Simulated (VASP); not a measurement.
# CdF2: single point with PBE

CdF2:

```xyz
3
Lattice="0.0000 2.7597 2.9901 2.7597 0.0000 2.9901 2.7597 2.7597 0.0000" Properties=species:S:1:pos:R:3 pbc="T T T"
Cd    0.0000    0.0000    0.0000
F     1.3798    1.3798    1.4950
F     4.1395    4.1395    4.4851
```

This cell differs from its parent crystal: volume 15.181 Å^3 an atom, c/a of the conventional cell 1.0835.

```
Program             : VASP 6.6.1
Task                : single point
Functional          : PBE
Potentials or basis : VASP PAW PBE potentials, release 64 (Cd, F)
Cutoff              : 520 eV
k mesh              : 8 × 8 × 8
Occupations         : gaussian, width 0.05 eV
Spin                : no spin polarisation
```

The pressure is -7.2 GPa and the band gap on the k mesh is 2.37 eV, indirect (least direct gap 2.92 eV).

Stress tensor (GPa, compression positive):
```
 -4.58   0.00   0.00
  0.00  -4.58   0.00
  0.00   0.00 -12.35
```

Levels at points of the mesh, in eV from the valence-band top:
```csv
k point,band 9,band 10,band 11,band 12,band 13,band 14,band 15,band 16,band 17,band 18
"(0.00, 0.00, 0.00)",-0.82,-0.82,-0.64,-0.55,-0.55,2.37,11.73,11.73,12.01,16.15
"(0.50, 0.00, 0.00)",-1.80,-1.51,-1.35,-0.60,-0.54,5.89,8.40,12.86,13.29,16.62
"(0.50, 0.50, 0.00)",-2.27,-2.27,-0.59,-0.08,-0.08,6.62,8.84,11.56,13.01,13.01
"(0.50, 0.00, 0.50)",-2.47,-2.30,-0.33,-0.22,-0.04,6.60,8.60,11.44,12.25,13.12
```

Wall time 22 s on 1 thread of Intel(R) Xeon(R) 6975P-C (Granite Rapids), with other jobs on the host, peak memory 0.19 GiB.

 A k mesh can miss the band edges.
